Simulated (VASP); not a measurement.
# RbBr (Fm-3m) in VASP: a series of runs

Runs on RbBr. Level: r2SCAN. Tasks: electric field gradients.

Everything below comes from runs of VASP 6.6.1. Logs are shortened: lines on timing, memory, paths and dates and some standing lists are left out, and cuts for length are marked.

## (1) The cell of the first run

The structure is cubic, space group Fm-3m (No. 225). The conventional cell has a = 5.663 Å, b = 5.663 Å, c = 5.663 Å, α = 90.00°, β = 90.00°, γ = 90.00°. Rb (site symmetry m-3m) has 6 Br at 2.83 Å within 3.7 Å. Within 3.7 Å of Br (site symmetry m-3m) lie 6 Rb at 2.83 Å.

## (2) Electric field gradients, r2SCAN (22.70 Å³/atom)

POSCAR

```
RbBr
1.0
    0.0000000000      2.8315336397      2.8315336397
    2.8315336397      0.0000000000      2.8315336397
    2.8315336397      2.8315336397      0.0000000000
Rb Br
1 1
Direct
    0.0000000000      0.0000000000      0.0000000000
    0.5000000000      0.5000000000      0.5000000000
```

INCAR.step1

```
SYSTEM = RbBr
PREC = Accurate
ENCUT = 520
ISMEAR = -1
SIGMA = 0.03
LREAL = .False.
LASPH = .True.
NELM = 80
NBANDS = 15
GGA = PE
ALGO = Normal
EDIFF = 1E-4
LWAVE = .True.
LCHARG = .False.
```

INCAR.step2

```
SYSTEM = RbBr
PREC = Accurate
ENCUT = 520
EDIFF = 1E-8
ISMEAR = -1
SIGMA = 0.03
LREAL = .False.
LASPH = .True.
NELM = 80
ALGO = Normal
ISIF = 2
LWAVE = .False.
LCHARG = .False.
METAGGA = R2SCAN
LMIXTAU = .True.
LEFG = .True.
NBANDS = 15
ISTART = 1
```

KPOINTS

```
Automatic mesh
0
Gamma
  7 7 7
  0 0 0
```

Potentials or basis: VASP PAW PBE potentials, release 64 (Rb_sv, Br).

The run is started by

```sh
> cat potpaw_PBE.64/Rb_sv/POTCAR potpaw_PBE.64/Br/POTCAR > POTCAR
> cp INCAR.step1 INCAR
> mpirun -np 1 vasp_std > vasp.out
> cp INCAR.step2 INCAR
> mpirun -np 1 vasp_std > vasp.out
```

OUTCAR:

```text
SYSTEM = RbBr
   PREC = Accurate
   ENCUT = 520
   EDIFF = 1E-8
   ISMEAR = -1
   LREAL = .False.
   LASPH = .True.
   NELM = 80
   ISIF = 2
   METAGGA = R2SCAN
   ISTART = 1

 ion  position               nearest neighbor table
   1  0.000  0.000  0.000-   2 2.83   2 2.83   2 2.83   2 2.83   2 2.83   2 2.83
   2  0.500  0.500  0.500-   1 2.83   1 2.83   1 2.83   1 2.83   1 2.83   1 2.83

  LATTYP: Found a face centered cubic cell.
 ALAT       =     5.6630672794

  Lattice vectors:

 A1 = (   0.0000000000,   2.8315336397,   2.8315336397)
 A2 = (   2.8315336397,   0.0000000000,   2.8315336397)
 A3 = (   2.8315336397,   2.8315336397,   0.0000000000)

Analysis of symmetry for initial positions (statically):
=====================================================================
 Subroutine PRICEL returns:
 Original cell was already a primitive cell.

 Routine SETGRP: Setting up the symmetry group for a
 face centered cubic supercell.

 Subroutine GETGRP returns: Found 48 space group operations
 (whereof 48 operations were pure point group operations)
 out of a pool of 48 trial point group operations.

The static configuration has the point symmetry O_h .

Analysis of symmetry for dynamics (positions and initial velocities):
=====================================================================
 Subroutine PRICEL returns:
 Original cell was already a primitive cell.

 Routine SETGRP: Setting up the symmetry group for a
 face centered cubic supercell.

 Subroutine GETGRP returns: Found 48 space group operations
 (whereof 48 operations were pure point group operations)
 out of a pool of 48 trial point group operations.

The dynamic configuration has the point symmetry O_h .

 Subroutine INISYM returns: Found 48 space group operations
 (whereof 48 operations are pure point group operations),
 and found     1 'primitive' translations

----------------------------------------------------------------------------------------

                                     Primitive cell

  volume of cell :      45.4041

  direct lattice vectors                    reciprocal lattice vectors
     0.000000000  2.831533640  2.831533640    -0.176582751  0.176582751  0.176582751
     2.831533640  0.000000000  2.831533640     0.176582751 -0.176582751  0.176582751
     2.831533640  2.831533640  0.000000000     0.176582751  0.176582751 -0.176582751

  length of vectors
     4.004393276  4.004393276  4.004393276     0.305850297  0.305850297  0.305850297

  position of ions in fractional coordinates (direct lattice)
     0.000000000  0.000000000  0.000000000
     0.500000000  0.500000000  0.500000000

  ion indices of the primitive-cell ions
   primitive index   ion index
                 1           1
                 2           2

----------------------------------------------------------------------------------------

 KPOINTS: Automatic mesh

Automatic generation of k-mesh.
 Grid dimensions read from file:
 generate k-points for:    7    7    7

 Generating k-lattice:

  Cartesian coordinates                     Fractional coordinates (reciprocal lattice)
    -0.025226107  0.025226107  0.025226107     0.142857143  0.000000000  0.000000000
     0.025226107 -0.025226107  0.025226107     0.000000000  0.142857143  0.000000000
     0.025226107  0.025226107 -0.025226107     0.000000000  0.000000000  0.142857143

  Length of vectors
     0.043692900  0.043692900  0.043692900

  Shift w.r.t. Gamma in fractional coordinates (k-lattice)
     0.000000000  0.000000000  0.000000000

 Subroutine IBZKPT returns following result:
 ===========================================

 Found     20 irreducible k-points:

 Following reciprocal coordinates:
            Coordinates               Weight
  0.000000  0.000000  0.000000      1.000000
  0.142857  0.000000  0.000000      8.000000
  0.285714  0.000000  0.000000      8.000000
  0.428571  0.000000  0.000000      8.000000
  0.142857  0.142857  0.000000      6.000000
  0.285714  0.142857  0.000000     24.000000
[... 12 lines left out ...]
 -0.428571  0.428571  0.142857     24.000000
 -0.285714  0.428571  0.142857     24.000000
   k-points           NKPTS =     20   k-points in BZ     NKDIM =     20   number of bands    NBANDS=     15
   number of dos      NEDOS =    301   number of ions     NIONS =      2
   total plane-waves  NPLWV =  27000
   dimension x,y,z NGX =    30 NGY =   30 NGZ =   30
   dimension x,y,z NGXF=    60 NGYF=   60 NGZF=   60
   ions per type =               1   1
   NGX,Y,Z   is equivalent  to a cutoff of  12.45, 12.45, 12.45 a.u.
   NGXF,Y,Z  is equivalent  to a cutoff of  24.91, 24.91, 24.91 a.u.
 SYSTEM =  RbBr
   PREC   = accura    normal or accurate (medium, high low for compatibility)
   ISTART =      1    job   : 0-new  1-cont  2-samecut
   ICHARG =      0    charge: 1-file 2-atom 10-const
   ISPIN  =      1    spin polarized calculation?
   LNONCOLLINEAR =      F non collinear calculations
   LSORBIT =      F    spin-orbit coupling
   LASPH  =      T    aspherical Exc in radial PAW
   ENCUT  =  520.0 eV  38.22 Ry    6.18 a.u.   7.45  7.45  7.45*2*pi/ulx,y,z
   NELM   =     80;   NELMIN=  2; NELMDL=  0     # of ELM steps
   EDIFF  = 0.1E-07   stopping-criterion for ELM
   LREAL  =      F    real-space projection
   EDIFFG = 0.1E-06   stopping-criterion for IOM
   NSW    =      0    number of steps for IOM
   IBRION =     -1    ionic relax: 0-MD 1-quasi-New 2-CG
   NFREE  =      0    steps in history (QN), initial steepest desc. (CG)
   ISIF   =      2    stress and relaxation
   ISYM   =      2    0-nonsym 1-usesym 2-fastsym
   POTIM  = 0.5000    time-step for ionic-motion
   TEBEG  =    0.0;   TEEND  =   0.0 temperature during run
   PSTRESS=    0.0 pullay stress
   NELECT =      16.0000    total number of electrons
   NUPDOWN=      -1.0000    fix difference up-down
   EMIN   =  10.00;   EMAX   =-10.00  energy-range for DOS
   EFERMI =   0.00;   METHOD = LEGACY
   ISMEAR =    -1;   SIGMA  =   0.03  broadening in eV -4-tet -1-fermi 0-gaus
   EFERMI_NEDOS =   21; number of points for ismear=-14 and -15
   IALGO  =     38    algorithm
   IMIX   =      4    mixing-type and parameters
     AMIX     =   0.40;   BMIX     =  1.00
     AMIX_MAG =   1.60;   BMIX_MAG =  1.00
  volume/ion in A,a.u.               =      22.70       153.20
  Fermi-wavevector in a.u.,A,eV,Ry     =   1.156333  2.185153 18.192447  1.337107
  Thomas-Fermi vector in A             =   2.292955
   LORBIT       =      0    0 simple, 1 ext, 2 COOP (PROOUT), +10 PAW based schemes
   METAGGA = R2SCAN    functional components
   LHFCALC =     F    Hartree Fock is set to
   AEXX    =    0.0000 exact exchange contribution
   IVDW    =     0    specifies the selected vdW correction
   LEPSILON=     F    determine dielectric tensor
   LRPA    =     F    only Hartree local field effects (RPA)
 non-spin polarized calculation
  energy-cutoff  :      520.00
  volume of cell :       45.40
 maximum number of plane-waves:      1243
 NGX is ok and might be reduce to    30
   NGX = 15   NGY = 15   NGZ = 15

 number of electron      16.0000002 magnetization

 Free energy of the ion-electron system (eV)
  ---------------------------------------------------
  ext. energy  EPLUGINS =         0.00000000
  ---------------------------------------------------
  free energy    TOTEN  =       -28.63054382 eV

  energy without entropy =      -28.63054382  energy(sigma->0) =      -28.63054382

 E-fermi :   2.0549     XC(G=0): -10.3430

 val. band max:        1.3851415412   @ k =   0.4286   0.4286   0.0000
 cond. band min:       5.8545220392   @ k =   0.4286   0.4286   0.0000
 fundamental gap:      4.4693804980
 Fermi energy:         2.0549276904

 k-point     1 :       0.0000    0.0000    0.0000
  band No.  band energies     occupation
      1     -23.4751      2.00000
      2     -12.2704      2.00000
      3      -6.9596      2.00000
      4      -6.9596      2.00000
      5      -6.9596      2.00000
      6       1.3059      2.00000
      7       1.3059      2.00000
      8       1.3059      2.00000
      9       8.5034      0.00000
     10       8.5034      0.00000
     11       8.5034      0.00000
     12       8.5040      0.00000
     13      10.1159      0.00000
     14      10.1159      0.00000
[... 329 lines left out ...]
      2     -12.5863      2.00000
      3      -7.9866      2.00000
      4      -7.6718      2.00000
      5      -6.6602      2.00000
      6      -0.1709      2.00000
      7       0.9717      2.00000
      8       1.2189      2.00000
      9       8.3045      0.00000
     10       9.6626      0.00000
     11      12.8229      0.00000
     12      13.3411      0.00000
     13      14.2094      0.00000
     14      16.0840      0.00000
     15      16.7903      0.00000

------------------------ aborting loop because EDIFF is reached ----------------------------------------

  FORCE on cell =-STRESS in cart. coord.  units (eV):
  Direction    XX          YY          ZZ          XY          YZ          ZX
  --------------------------------------------------------------------------------------
  -------------------------------------------------------------------------------------
  Total       11.0114339     11.0114339     11.0114339      0.0000000     -0.0000000      0.0000000
  in kB      388.5610689    388.5610689    388.5610689      0.0000000     -0.0000000      0.0000000
  external PRESSURE =     388.5610689 kB  Pullay stress =       0.0000000 kB

 VOLUME and BASIS-vectors are now :
 -----------------------------------------------------------------------------
  energy-cutoff  :      520.00
  volume of cell :       45.40
      direct lattice vectors                 reciprocal lattice vectors
     0.000000000  2.831533640  2.831533640    -0.176582751  0.176582751  0.176582751
     2.831533640  0.000000000  2.831533640     0.176582751 -0.176582751  0.176582751
     2.831533640  2.831533640  0.000000000     0.176582751  0.176582751 -0.176582751

 POSITION                                       TOTAL-FORCE (eV/Angst)
 -----------------------------------------------------------------------------------
      0.00000      0.00000      0.00000        -0.000000      0.000000      0.000000
      2.83153      2.83153      2.83153         0.000000     -0.000000     -0.000000
 -----------------------------------------------------------------------------------
    total drift:                               -0.000000      0.000000      0.000000

  FREE ENERGIE OF THE ION-ELECTRON SYSTEM (eV)
  ---------------------------------------------------
  free  energy   TOTEN  =       -28.6305438163 eV

  energy  without entropy=      -28.6305438163  energy(sigma->0) =      -28.63054382

 Electric field gradients (V/A^2)
---------------------------------------------------------------------
 ion       V_xx      V_yy      V_zz      V_xy      V_xz      V_yz
---------------------------------------------------------------------
   1      -0.000    -0.000     0.000    -0.000    -0.000    -0.000
   2      -0.000     0.000    -0.000     0.000     0.000     0.000
---------------------------------------------------------------------

 Electric field gradients after diagonalization (V/A^2)
 (convention: |V_zz| > |V_xx| > |V_yy|)
----------------------------------------------------------------------
 ion       V_xx      V_yy      V_zz     asymmetry (V_yy - V_xx)/ V_zz
----------------------------------------------------------------------
   1       0.000     0.000    -0.000       0.000
   2      -0.000    -0.000     0.000       0.000
----------------------------------------------------------------------

           NMR quadrupolar parameters

 Cq : quadrupolar parameter    Cq=e*Q*V_zz/h
 eta: asymmetry parameters     (V_yy - V_xx)/ V_zz
 Q  : nuclear electric quadrupole moment in mb (millibarn)
----------------------------------------------------------------------
 ion       Cq(MHz)       eta       Q (mb)
----------------------------------------------------------------------
   1      -0.000       0.000       1.000
   2       0.000       0.000       1.000
----------------------------------------------------------------------
```

It took 35 s on 1 thread of Intel Xeon 6975P-C (Granite Rapids), shared host; peak memory 0.17 GiB.

What came out:

- Free energy: -28.6305 eV
- Pressure: 38.9 GPa
- Band gap on the k mesh: 4.47 eV
- Largest electric field gradient by atom: under 0.05 V/Å² on every atom

Caveat: the cell stands under pressure; the PAW data sets were made with another functional, which shifts forces and pressure a little; an odd mesh through Γ misses points on the zone boundary, where band edges can lie.

(Part 1 of 2 ends here.)
